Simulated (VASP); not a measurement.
## MgS: single point with LDA

MgS:

```
Mg S
1.0
     0.00000    2.73173    2.60165
     2.73173    0.00000    2.60165
     2.73173    2.73173    0.00000
Mg S
1 1
Direct
  0.00000 0.00000 0.00000
  0.50000 0.50000 0.50000
```

This cell differs from its parent crystal: strain +0.050 along x and y, +0.000 along z.

```json
{"Program": "VASP 6.6.1", "Task": "single point", "Functional": "LDA", "Potentials or basis": "VASP PAW LDA potentials, release 64 (Mg, S)", "Cutoff": "520 eV", "k mesh": "8 × 8 × 8", "Occupations": "gaussian, width 0.05 eV", "Spin": "no spin polarisation", "Dipole correction": "no", "Further INCAR settings": "ALGO = Normal; EDIFF = 1e-06; NBANDS = 11"}
```

```yaml
Pressure: -9.0 GPa
Band_gap_on_the_k_mesh: 2.16 eV, indirect (least direct gap 2.71 eV)
```

Stress tensor (GPa, compression positive):
```
-9.85  0.00  0.00
 0.00 -9.85  0.00
 0.00  0.00 -7.22
```

Levels at points of the mesh, in eV from the valence-band top:
| k point | band 1 | band 2 | band 3 | band 4 | band 5 | band 6 | band 7 | band 8 | band 9 |
| --- | --- | --- | --- | --- | --- | --- | --- | --- | --- |
| (0.00, 0.00, 0.00) | -12.20 | -0.24 | 0.00 | 0.00 | 2.71 | 7.66 | 7.66 | 8.13 | 9.76 |
| (0.50, 0.00, 0.00) | -11.10 | -4.50 | -0.62 | -0.52 | 4.13 | 6.31 | 6.83 | 8.75 | 11.35 |
| (0.50, 0.50, 0.00) | -10.70 | -3.82 | -1.70 | -1.70 | 2.16 | 4.33 | 11.14 | 11.85 | 11.85 |
| (0.50, 0.00, 0.50) | -10.85 | -3.85 | -1.71 | -1.31 | 2.36 | 4.51 | 10.61 | 11.56 | 12.30 |

It took 9.7 s on 1 thread of Intel(R) Xeon(R) 6975P-C (Granite Rapids) (shared host), peak memory 0.15 GiB.

Caveat: the cell differs from its parent crystal (strain +0.050 along x and y, +0.000 along z). A k mesh can miss the band edges.
